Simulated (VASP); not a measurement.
# CsI (Pm-3m) in VASP: notebook

CsI is run at these levels: PBEsol; tasks: single point.

All numbers are computed with VASP 6.6.1; they aren't measurements. Logs are shortened: lines on timing, memory, paths and dates and some standing lists are left out, and cuts for length are marked.

## Step 1: The cell of the first run

It takes space group Pm-3m (No. 221, cubic). Conventional cell: a = 3.935 Å, b = 3.935 Å, c = 3.935 Å, α = 90.00°, β = 90.00°, γ = 90.00°. Cs (site symmetry m-3m) has 8 I at 3.41 Å and 6 Cs at 3.94 Å within 4.5 Å. Within 4.5 Å of I (site symmetry m-3m) lie 8 Cs at 3.41 Å and 6 I at 3.94 Å.

## Step 2: Single point, PBEsol

INCAR reads:

```
  PREC = Accurate
  ENCUT = 500
  EDIFF = 1E-6
  ISMEAR = 0
  SIGMA = 0.01
  LREAL = F
  LASPH = T
  NELM = 120
  ALGO = Normal
  ISIF = 2
  LWAVE = F
  LCHARG = F
  GGA = PS
  NBANDS = 15
  GGA_COMPAT = F
```

KPOINTS reads:

```
regular mesh
0
Gamma
  6 6 6
```

POSCAR reads:

```
CsI
1.0
    3.9350957935      0.0000000000      0.0000000000
    0.0000000000      3.9350957935      0.0000000000
    0.0000000000      0.0000000000      3.9350957935
Cs I
1 1
Direct
    0.0000000000      0.0000000000      0.0000000000
    0.5000000000      0.5000000000      0.5000000000
```

Potentials or basis: VASP PAW PBE potentials, release 64 (Cs_sv, I).

On the command line:

```console
$ cat potpaw_PBE.64/Cs_sv/POTCAR potpaw_PBE.64/I/POTCAR > POTCAR
$ mpirun -np 1 vasp_std > vasp.out
```

OUTCAR:

```text
PREC = Accurate
   ENCUT = 500
   EDIFF = 1E-6
   ISMEAR = 0
   LREAL = F
   LASPH = T
   NELM = 120
   ISIF = 2
   GGA = PS

 ion  position               nearest neighbor table
   1  0.000  0.000  0.000-
   2  0.500  0.500  0.500-

  LATTYP: Found a simple cubic cell.
 ALAT       =     3.9350957935

  Lattice vectors:

 A1 = (   3.9350957935,   0.0000000000,   0.0000000000)
 A2 = (   0.0000000000,   3.9350957935,   0.0000000000)
 A3 = (   0.0000000000,   0.0000000000,   3.9350957935)

Analysis of symmetry for initial positions (statically):
=====================================================================
 Subroutine PRICEL returns:
 Original cell was already a primitive cell.

 Routine SETGRP: Setting up the symmetry group for a
 simple cubic supercell.

 Subroutine GETGRP returns: Found 48 space group operations
[... 9 lines left out ...]

 Routine SETGRP: Setting up the symmetry group for a
 simple cubic supercell.

 Subroutine GETGRP returns: Found 48 space group operations
[... 11 lines left out ...]
                                     Primitive cell

  volume of cell :      60.9349

  direct lattice vectors                    reciprocal lattice vectors
     3.935095793  0.000000000  0.000000000     0.254123420  0.000000000  0.000000000
     0.000000000  3.935095793  0.000000000     0.000000000  0.254123420  0.000000000
     0.000000000  0.000000000  3.935095793     0.000000000  0.000000000  0.254123420

  length of vectors
     3.935095793  3.935095793  3.935095793     0.254123420  0.254123420  0.254123420

  position of ions in fractional coordinates (direct lattice)
     0.000000000  0.000000000  0.000000000
     0.500000000  0.500000000  0.500000000

  ion indices of the primitive-cell ions
   primitive index   ion index
                 1           1
                 2           2

----------------------------------------------------------------------------------------

 KPOINTS: regular mesh

Automatic generation of k-mesh.
 Grid dimensions read from file:
 generate k-points for:    6    6    6

 Generating k-lattice:

  Cartesian coordinates                     Fractional coordinates (reciprocal lattice)
     0.042353903  0.000000000  0.000000000     0.166666667  0.000000000  0.000000000
     0.000000000  0.042353903  0.000000000     0.000000000  0.166666667  0.000000000
     0.000000000  0.000000000  0.042353903     0.000000000  0.000000000  0.166666667

  Length of vectors
     0.042353903  0.042353903  0.042353903

  Shift w.r.t. Gamma in fractional coordinates (k-lattice)
     0.000000000  0.000000000  0.000000000

 Subroutine IBZKPT returns following result:
 ===========================================

 Found     20 irreducible k-points:

 Following reciprocal coordinates:
            Coordinates               Weight
  0.000000  0.000000  0.000000      1.000000
  0.166667  0.000000  0.000000      6.000000
  0.333333  0.000000  0.000000      6.000000
  0.500000  0.000000  0.000000      3.000000
  0.166667  0.166667  0.000000     12.000000
  0.333333  0.166667  0.000000     24.000000
[... 12 lines left out ...]
  0.500000  0.500000  0.333333      6.000000
  0.500000  0.500000  0.500000      1.000000
   k-points           NKPTS =     20   k-points in BZ     NKDIM =     20   number of bands    NBANDS=     15
   number of dos      NEDOS =    301   number of ions     NIONS =      2
   total plane-waves  NPLWV =  27000
   dimension x,y,z NGX =    30 NGY =   30 NGZ =   30
   dimension x,y,z NGXF=    60 NGYF=   60 NGZF=   60
   ions per type =               1   1
   NGX,Y,Z   is equivalent  to a cutoff of  12.67, 12.67, 12.67 a.u.
   NGXF,Y,Z  is equivalent  to a cutoff of  25.35, 25.35, 25.35 a.u.
 SYSTEM =  unknown system
   PREC   = accura    normal or accurate (medium, high low for compatibility)
   ISTART =      0    job   : 0-new  1-cont  2-samecut
   ICHARG =      2    charge: 1-file 2-atom 10-const
   ISPIN  =      1    spin polarized calculation?
   LNONCOLLINEAR =      F non collinear calculations
   LSORBIT =      F    spin-orbit coupling
   LASPH  =      T    aspherical Exc in radial PAW
   ENCUT  =  500.0 eV  36.75 Ry    6.06 a.u.   7.17  7.17  7.17*2*pi/ulx,y,z
   NELM   =    120;   NELMIN=  2; NELMDL= -5     # of ELM steps
   EDIFF  = 0.1E-05   stopping-criterion for ELM
   LREAL  =      F    real-space projection
   EDIFFG = 0.1E-04   stopping-criterion for IOM
   NSW    =      0    number of steps for IOM
   IBRION =     -1    ionic relax: 0-MD 1-quasi-New 2-CG
   NFREE  =      0    steps in history (QN), initial steepest desc. (CG)
   ISIF   =      2    stress and relaxation
   ISYM   =      2    0-nonsym 1-usesym 2-fastsym
   POTIM  = 0.5000    time-step for ionic-motion
   TEBEG  =    0.0;   TEEND  =   0.0 temperature during run
   PSTRESS=    0.0 pullay stress
   NELECT =      16.0000    total number of electrons
   NUPDOWN=      -1.0000    fix difference up-down
   EMIN   =  10.00;   EMAX   =-10.00  energy-range for DOS
   EFERMI =   0.00;   METHOD = LEGACY
   ISMEAR =     0;   SIGMA  =   0.01  broadening in eV -4-tet -1-fermi 0-gaus
   EFERMI_NEDOS =   21; number of points for ismear=-14 and -15
   IALGO  =     38    algorithm
   IMIX   =      4    mixing-type and parameters
     AMIX     =   0.40;   BMIX     =  1.00
     AMIX_MAG =   1.60;   BMIX_MAG =  1.00
  volume/ion in A,a.u.               =      30.47       205.60
  Fermi-wavevector in a.u.,A,eV,Ry     =   1.048318  1.981033 14.952390  1.098970
  Thomas-Fermi vector in A             =   2.183234
   LORBIT       =      0    0 simple, 1 ext, 2 COOP (PROOUT), +10 PAW based schemes
   GGA     = PS    functional components
   LHFCALC =     F    Hartree Fock is set to
   AEXX    =    0.0000 exact exchange contribution
   IVDW    =     0    specifies the selected vdW correction
   LEPSILON=     F    determine dielectric tensor
   LRPA    =     F    only Hartree local field effects (RPA)
 non-spin polarized calculation
 Gauss-broadening in eV      SIGMA  =   0.01
  energy-cutoff  :      500.00
  volume of cell :       60.93
 maximum number of plane-waves:      1568
 NGX is ok and might be reduce to    30
   NGX = 15   NGY = 15   NGZ = 15

 number of electron      15.9999995 magnetization

 Free energy of the ion-electron system (eV)
  ---------------------------------------------------
  ext. energy  EPLUGINS =         0.00000000
  ---------------------------------------------------
  free energy    TOTEN  =        -4.79468947 eV

  energy without entropy =       -4.79468947  energy(sigma->0) =       -4.79468947

 E-fermi :   4.5059     XC(G=0): -10.0220

 val. band max:        4.4601302289   @ k =   0.0000   0.0000   0.0000
 cond. band min:       7.0837915254   @ k =   0.0000   0.0000   0.0000
 fundamental gap:      2.6236612965
 Fermi energy:         4.5059434369

 k-point     1 :       0.0000    0.0000    0.0000
  band No.  band energies     occupation
      1     -16.1305      2.00000
      2      -7.3785      2.00000
      3      -2.6675      2.00000
      4      -2.6675      2.00000
      5      -2.6675      2.00000
      6       4.4601      2.00000
      7       4.4601      2.00000
      8       4.4601      2.00000
      9       7.0838      0.00000
     10       7.0838      0.00000
     11      10.2295      0.00000
     12      12.7842      0.00000
     13      12.7842      0.00000
     14      12.7842      0.00000
     15      15.7136      0.00000

 k-point     2 :       0.1667    0.0000    0.0000
  band No.  band energies     occupation
      1     -16.0850      2.00000
      2      -7.4871      2.00000
      3      -2.7031      2.00000
      4      -2.5860      2.00000
      5      -2.5860      2.00000
      6       3.4376      2.00000
      7       4.2398      2.00000
      8       4.2398      2.00000
      9       7.3208      0.00000
     10       8.1938      0.00000
     11      11.2256      0.00000
     12      12.6769      0.00000
     13      12.6769      0.00000
     14      12.9751      0.00000
     15      13.6084      0.00000

 k-point     3 :       0.3333    0.0000    0.0000
  band No.  band energies     occupation
      1     -15.9908      2.00000
      2      -7.7284      2.00000
      3      -2.6318      2.00000
      4      -2.4102      2.00000
      5      -2.4102      2.00000
      6       1.9635      2.00000
      7       3.7888      2.00000
      8       3.7888      2.00000
      9       7.9944      0.00000
     10      10.6372      0.00000
     11      11.4745      0.00000
     12      12.7727      0.00000
     13      12.9447      0.00000
     14      12.9447      0.00000
     15      13.4781      0.00000

 k-point     4 :       0.5000    0.0000    0.0000
  band No.  band energies     occupation
      1     -15.9419      2.00000
      2      -7.8590      2.00000
      3      -2.5140      2.00000
      4      -2.3146      2.00000
      5      -2.3146      2.00000
      6       1.3062      2.00000
      7       3.5582      2.00000
      8       3.5582      2.00000
      9       8.6480      0.00000
     10      10.3270      0.00000
     11      12.9258      0.00000
     12      13.0384      0.00000
     13      13.6651      0.00000
     14      13.6651      0.00000
     15      13.8604      0.00000
[... 235 lines left out ...]
 k-point    18 :       0.5000    0.3333    0.3333
  band No.  band energies     occupation
      1     -15.7404      2.00000
      2      -6.9133      2.00000
      3      -3.5557      2.00000
      4      -3.4062      2.00000
      5      -3.1666      2.00000
      6       1.7033      2.00000
      7       2.0769      2.00000
      8       2.6720      2.00000
      9      10.5896      0.00000
     10      11.1907      0.00000
     11      11.6852      0.00000
     12      13.9548      0.00000
     13      14.7491      0.00000
     14      14.9199      0.00000
     15      16.6050      0.00000

 k-point    19 :       0.5000    0.5000    0.3333
  band No.  band energies     occupation
      1     -15.7076      2.00000
      2      -6.7521      2.00000
      3      -3.5885      2.00000
      4      -3.5885      2.00000
      5      -3.1289      2.00000
      6       1.7545      2.00000
      7       1.7545      2.00000
      8       1.8345      2.00000
      9      11.3883      0.00000
     10      12.1234      0.00000
     11      12.1234      0.00000
     12      13.3460      0.00000
     13      15.7834      0.00000
     14      15.7834      0.00000
     15      16.4678      0.00000

 k-point    20 :       0.5000    0.5000    0.5000
  band No.  band energies     occupation
      1     -15.6761      2.00000
      2      -6.6376      2.00000
      3      -3.4054      2.00000
      4      -3.4054      2.00000
      5      -3.4054      2.00000
      6       1.2813      2.00000
      7       1.2813      2.00000
      8       1.2813      2.00000
      9      13.2348      0.00000
     10      13.2348      0.00000
     11      13.2348      0.00000
     12      14.6888      0.00000
     13      14.6888      0.00000
     14      14.6888      0.00000
     15      16.5763      0.00000

------------------------ aborting loop because EDIFF is reached ----------------------------------------

  FORCE on cell =-STRESS in cart. coord.  units (eV):
  Direction    XX          YY          ZZ          XY          YZ          ZX
  --------------------------------------------------------------------------------------
  -------------------------------------------------------------------------------------
  Total        5.8379513      5.8379513      5.8379513      0.0000000      0.0000000     -0.0000000
  in kB      153.4988482    153.4988482    153.4988482      0.0000000      0.0000000     -0.0000000
  external PRESSURE =     153.4988482 kB  Pullay stress =       0.0000000 kB

 VOLUME and BASIS-vectors are now :
 -----------------------------------------------------------------------------
  energy-cutoff  :      500.00
  volume of cell :       60.93
      direct lattice vectors                 reciprocal lattice vectors
     3.935095793  0.000000000  0.000000000     0.254123420  0.000000000  0.000000000
     0.000000000  3.935095793  0.000000000     0.000000000  0.254123420  0.000000000
     0.000000000  0.000000000  3.935095793     0.000000000  0.000000000  0.254123420

 POSITION                                       TOTAL-FORCE (eV/Angst)
 -----------------------------------------------------------------------------------
      0.00000      0.00000      0.00000         0.000000      0.000000      0.000000
      1.96755      1.96755      1.96755         0.000000      0.000000      0.000000
 -----------------------------------------------------------------------------------
    total drift:                                0.000000     -0.000000     -0.000000

  FREE ENERGIE OF THE ION-ELECTRON SYSTEM (eV)
  ---------------------------------------------------
  free  energy   TOTEN  =        -4.7946894712 eV

  energy  without entropy=       -4.7946894712  energy(sigma->0) =       -4.79468947
```

Wall time 11 s (1 thread of Intel Xeon Platinum 8488C (Sapphire Rapids), shared host); peak memory 0.17 GiB.

What came out:

* Free energy: -4.7947 eV
* Pressure: 15.3 GPa
* Band gap on the k mesh: 2.62 eV, direct

Levels at points of the mesh, in eV from the valence-band top:
| k point | band 5 | band 6 | band 7 | band 8 | band 9 | band 10 | band 11 | band 12 |
| --- | --- | --- | --- | --- | --- | --- | --- | --- |
| (0.00, 0.00, 0.00) | -7.13 | 0.00 | 0.00 | 0.00 | 2.62 | 2.62 | 5.77 | 8.32 |
| (0.50, 0.00, 0.00) | -6.77 | -3.15 | -0.90 | -0.90 | 4.19 | 5.87 | 8.47 | 8.58 |
| (0.50, 0.50, 0.00) | -6.61 | -1.14 | -1.14 | -0.23 | 3.57 | 4.71 | 5.59 | 5.59 |
| (0.50, 0.50, 0.50) | -7.87 | -3.18 | -3.18 | -3.18 | 8.77 | 8.77 | 8.77 | 10.23 |

Caveat: the PAW data sets were made with another functional, which shifts forces and pressure a little; spin-orbit coupling is left out, which moves the levels of the heavy elements.

[end of part 1 of 2]
